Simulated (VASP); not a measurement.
GaSb, 2 atoms in the cell. The structure is tetragonal, space group I-4m2 (No. 119). The conventional cell has a = 5.507 Å, b = 5.507 Å, c = 3.181 Å, α = 90.00°, β = 90.00°, γ = 90.00°. Sb (site symmetry -4m2) has 8 Ga at 2.87 to 3.64 Å and 2 Sb at 3.18 Å within 3.8 Å. Within 3.8 Å of Ga (site symmetry -4m2) lie 8 Sb at 2.87 to 3.64 Å and 2 Ga at 3.18 Å. 

| Property | Result |
| --- | --- |
| Program | VASP 6.6.1 |
| Task | single point |
| Functional | LDA |
| Potentials or basis | VASP PAW LDA potentials, release 64 (Sb, Ga_d) |
| Cutoff | 520 eV |
| k mesh | 10 × 10 × 10 |
| Occupations | gaussian, width 0.05 eV |
| Spin | no spin polarisation |
| Dipole correction | no |
| Further INCAR settings | ALGO = Normal; EDIFF = 1e-07; NBANDS = 16 |

Potentials or basis: VASP PAW LDA potentials, release 64 (Sb, Ga_d).

Command:

```bash
$ cat potpaw_LDA.64/Sb/POTCAR potpaw_LDA.64/Ga_d/POTCAR > POTCAR
$ mpirun -np 1 vasp_std > vasp.out
```

Hardware: 1 thread of Intel(R) Xeon(R) 6975P-C (Granite Rapids) (shared host).

**Question.** How long does it take, and how much memory?

**Answer.** Wall time 21 s on 1 thread of Intel(R) Xeon(R) 6975P-C (Granite Rapids), on a shared host, peak memory 0.21 GiB. Counts: scf iterations 11, k points 102.
